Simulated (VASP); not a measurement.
# In3As (Pm-3m) in VASP: settings compared, part 2 of 2

VASP 6.6.1. The steps go on from the part before.

## 3. Single point, LDA (23.96 Å³/atom)

This run uses another cell than the first one, of 23.96 Å³/atom.

Input file INCAR:

```
ALGO     = Fast           # electronic algorithm
EDIFF    = 1E-7           # SCF threshold, eV
ENCUT    = 520            # plane-wave cutoff, eV
ISIF     = 2              # what is computed and relaxed
ISMEAR   = -1             # smearing method
LASPH    = True           # aspherical terms in the spheres
LCHARG   = False          # write CHGCAR
LREAL    = False          # projectors in reciprocal space
LWAVE    = False          # write WAVECAR
NBANDS   = 30             # bands
NELM     = 60             # most SCF steps
PREC     = Accurate       # precision mode
SIGMA    = 0.05           # smearing width, eV
```

Input file KPOINTS:

```
k-points
0
Gamma
  6 6 6
```

Input file POSCAR:

```
In3As
1.0
    4.5763138120      0.0000000000      0.0000000000
    0.0000000000      4.5763138120      0.0000000000
    0.0000000000      0.0000000000      4.5763138120
In As
3 1
Direct
    0.5000000000      0.5000000000      0.0000000000
    0.5000000000      0.0000000000      0.5000000000
    0.0000000000      0.5000000000      0.5000000000
    0.0000000000      0.0000000000      0.0000000000
```

Potentials or basis: VASP PAW LDA potentials, release 64 (In_d, As).

Started as:

```console
$ cat potpaw_LDA.64/In_d/POTCAR potpaw_LDA.64/As/POTCAR > POTCAR
$ mpirun -np 1 vasp_std > vasp.out
```

OUTCAR:

```text
EDIFF = 1E-7
   ENCUT = 520
   ISIF = 2
   ISMEAR = -1
   LASPH = True
   LREAL = False
   NELM = 60
   PREC = Accurate

 ion  position               nearest neighbor table
   1  0.500  0.500  0.000-   2 3.24   3 3.24   4 3.24   2 3.24   3 3.24   2 3.24   4 3.24   2 3.24
                             3 3.24   4 3.24   3 3.24   4 3.24
   2  0.500  0.000  0.500-   1 3.24   3 3.24   4 3.24   1 3.24   4 3.24   1 3.24   3 3.24   1 3.24
                             3 3.24   4 3.24   4 3.24   3 3.24
   3  0.000  0.500  0.500-   1 3.24   2 3.24   4 3.24   1 3.24   4 3.24   2 3.24   4 3.24   4 3.24
                             1 3.24   2 3.24   1 3.24   2 3.24
   4  0.000  0.000  0.000-   1 3.24   2 3.24   3 3.24   2 3.24   3 3.24   1 3.24   3 3.24   3 3.24
[... 858 lines left out ...]
  Total       -0.7694020     -0.7694020     -0.7694020     -0.0000000     -0.0000000     -0.0000000
  in kB      -12.8622366    -12.8622366    -12.8622366     -0.0000000     -0.0000000     -0.0000000
  external PRESSURE =     -12.8622366 kB  Pullay stress =       0.0000000 kB

 VOLUME and BASIS-vectors are now :
 -----------------------------------------------------------------------------
  energy-cutoff  :      520.00
  volume of cell :       95.84
      direct lattice vectors                 reciprocal lattice vectors
     4.576313812  0.000000000  0.000000000     0.218516483  0.000000000  0.000000000
     0.000000000  4.576313812  0.000000000     0.000000000  0.218516483  0.000000000
     0.000000000  0.000000000  4.576313812     0.000000000  0.000000000  0.218516483

 POSITION                                       TOTAL-FORCE (eV/Angst)
 -----------------------------------------------------------------------------------
      2.28816      2.28816      0.00000         0.000000      0.000000      0.000000
      2.28816      0.00000      2.28816         0.000000      0.000000      0.000000
      0.00000      2.28816      2.28816         0.000000      0.000000      0.000000
      0.00000      0.00000      0.00000         0.000000      0.000000      0.000000
 -----------------------------------------------------------------------------------
    total drift:                                0.000000      0.000000      0.000000

  FREE ENERGIE OF THE ION-ELECTRON SYSTEM (eV)
  ---------------------------------------------------
  free  energy   TOTEN  =       -14.7063474975 eV

  energy  without entropy=      -14.6902148647  energy(sigma->0) =      -14.69828118
```

stdout:

```text
POSCAR found type information on POSCAR InAs
 POSCAR found :  2 types and       4 ions
 scaLAPACK will be used
 LDA part: xc-table for (Slater(with rela. corr.)+CA(PZ))
 , standard interpolation
 POSCAR, INCAR and KPOINTS ok, starting setup
 FFT: planning ... GRIDC
 FFT: planning ... GRID_SOFT
 FFT: planning ... GRID
 WAVECAR not read
 entering main loop
```

Run time: 2 min. Hardware: 1 thread of Intel Xeon 8259CL, shared host; peak memory 0.19 GiB.

Results:

| Item | Value |
| --- | --- |
| Free energy | -14.7063 eV |
| Pressure | -1.3 GPa |
| Band gap on the k mesh | zero (bands 22 and 23 overlap by 4.18 eV) |

Caveat: spin-orbit coupling is left out, which moves the levels of the heavy elements.

## 4. Single point, LDA (24.47 Å³/atom)

This run uses another cell than the first one, of 24.47 Å³/atom.

Input file INCAR:

```
  PREC = Accurate
  ENCUT = 520
  EDIFF = 1E-6
  ISMEAR = -1
  SIGMA = 0.05
  LREAL = F
  LASPH = T
  NELM = 100
  ALGO = Normal
  ISIF = 2
  LWAVE = F
  LCHARG = T
  GGA = CA
  LELF = T
  LVHAR = T
  NBANDS = 30
```

Input file KPOINTS:

```
regular mesh
0
Gamma
  6 6 6
```

Input file POSCAR:

```
In3As
1.0
    4.6085424358      0.0000000000      0.0000000000
    0.0000000000      4.6085424358      0.0000000000
    0.0000000000      0.0000000000      4.6085424358
In As
3 1
Direct
    0.5000000000      0.5000000000      0.0000000000
    0.5000000000      0.0000000000      0.5000000000
    0.0000000000      0.5000000000      0.5000000000
    0.0000000000      0.0000000000      0.0000000000
```

Potentials or basis: VASP PAW LDA potentials, release 64 (In_d, As).

Started as:

```console
$ cat potpaw_LDA.64/In_d/POTCAR potpaw_LDA.64/As/POTCAR > POTCAR
$ mpirun -np 1 vasp_std > vasp.out
```

OUTCAR:

```text
PREC = Accurate
   ENCUT = 520
   EDIFF = 1E-6
   ISMEAR = -1
   LREAL = F
   LASPH = T
   NELM = 100
   ISIF = 2
   GGA = CA

 ion  position               nearest neighbor table
   1  0.500  0.500  0.000-   2 3.26   3 3.26   4 3.26   2 3.26   3 3.26   2 3.26   4 3.26   2 3.26
                             3 3.26   4 3.26   3 3.26   4 3.26
   2  0.500  0.000  0.500-   1 3.26   3 3.26   4 3.26   1 3.26   4 3.26   1 3.26   3 3.26   1 3.26
                             3 3.26   4 3.26   4 3.26   3 3.26
   3  0.000  0.500  0.500-   1 3.26   2 3.26   4 3.26   1 3.26   4 3.26   2 3.26   4 3.26   4 3.26
                             1 3.26   2 3.26   1 3.26   2 3.26
   4  0.000  0.000  0.000-   1 3.26   2 3.26   3 3.26   2 3.26   3 3.26   1 3.26   3 3.26   3 3.26
                             1 3.26   2 3.26   2 3.26   1 3.26

  LATTYP: Found a simple cubic cell.
 ALAT       =     4.6085424358

  Lattice vectors:

 A1 = (   4.6085424358,   0.0000000000,   0.0000000000)
 A2 = (   0.0000000000,   4.6085424358,   0.0000000000)
 A3 = (   0.0000000000,   0.0000000000,   4.6085424358)

Analysis of symmetry for initial positions (statically):
=====================================================================
[... 173 lines left out ...]
 val. band max:        6.7873510059   @ k =   0.1667   0.1667   0.1667
 cond. band min:       6.8341752696   @ k =   0.3333   0.3333   0.3333
 fundamental gap:      0.0468242637
 Fermi energy:         6.8083956484

 k-point     1 :       0.0000    0.0000    0.0000
  band No.  band energies     occupation
      1      -7.8277      2.00000
      2      -7.8051      2.00000
      3      -7.8051      2.00000
      4      -7.8051      2.00000
      5      -7.6124      2.00000
      6      -7.6124      2.00000
[... 649 lines left out ...]
     29      16.1453      0.00000
     30      16.1453      0.00000

------------------------ aborting loop because EDIFF is reached ----------------------------------------

  FORCE on cell =-STRESS in cart. coord.  units (eV):
  Direction    XX          YY          ZZ          XY          YZ          ZX
  --------------------------------------------------------------------------------------
  -------------------------------------------------------------------------------------
  Total       -1.3704400     -1.3704400     -1.3704400     -0.0000000      0.0000000     -0.0000000
  in kB      -22.4326123    -22.4326123    -22.4326123     -0.0000000      0.0000000     -0.0000000
  external PRESSURE =     -22.4326123 kB  Pullay stress =       0.0000000 kB

 VOLUME and BASIS-vectors are now :
 -----------------------------------------------------------------------------
  energy-cutoff  :      520.00
  volume of cell :       97.88
      direct lattice vectors                 reciprocal lattice vectors
     4.608542436  0.000000000  0.000000000     0.216988346  0.000000000  0.000000000
     0.000000000  4.608542436  0.000000000     0.000000000  0.216988346  0.000000000
     0.000000000  0.000000000  4.608542436     0.000000000  0.000000000  0.216988346

 POSITION                                       TOTAL-FORCE (eV/Angst)
 -----------------------------------------------------------------------------------
      2.30427      2.30427      0.00000         0.000000      0.000000      0.000000
      2.30427      0.00000      2.30427         0.000000      0.000000      0.000000
      0.00000      2.30427      2.30427         0.000000      0.000000      0.000000
      0.00000      0.00000      0.00000         0.000000      0.000000      0.000000
 -----------------------------------------------------------------------------------
    total drift:                                0.000000      0.000000      0.000000

  FREE ENERGIE OF THE ION-ELECTRON SYSTEM (eV)
  ---------------------------------------------------
  free  energy   TOTEN  =       -14.6844901286 eV

  energy  without entropy=      -14.6691457280  energy(sigma->0) =      -14.67681793
```

stdout:

```text
POSCAR found type information on POSCAR InAs
 POSCAR found :  2 types and       4 ions
 scaLAPACK will be used
 LDA part: xc-table for (Slater(with rela. corr.)+CA(PZ))
 , standard interpolation
 POSCAR, INCAR and KPOINTS ok, starting setup
 FFT: planning ... GRIDC
 FFT: planning ... GRID_SOFT
 FFT: planning ... GRID
 WAVECAR not read
 entering main loop
```

It took 73 s on 1 thread of Intel Xeon 8259CL, shared host; peak memory 0.19 GiB.

What came out:

```yaml
Free_energy: -14.6845 eV
Pressure: -2.2 GPa
Band_gap_on_the_k_mesh: zero (bands 22 and 23 overlap by 4.04 eV)
```

Caveat: spin-orbit coupling is left out, which moves the levels of the heavy elements.

## 5. Summary

```tsv
task	level	potentials or basis	cell	cutoff (eV)	gap on the mesh (eV)	pressure (GPa)
relaxation of cell and atoms	PBE	VASP PAW PBE potentials, release 64 (In_d, As)	relaxed from a = 4.672 Å, 4 atoms	600	none	0.0
single point	LDA	VASP PAW LDA potentials, release 64 (In_d, As)	a = 4.576 Å, 4 atoms	520	none	-1.3
single point	LDA	VASP PAW LDA potentials, release 64 (In_d, As)	a = 4.609 Å, 4 atoms	520	none	-2.2
```

Alike in all rows: no spin polarisation; k mesh 6 × 6 × 6; smearing fermi-dirac 0.05 eV.

Caveats: spin-orbit coupling is left out, which moves the levels of the heavy elements.

Total energies depend on the potentials used, so only differences within one code and one set of settings carry meaning.
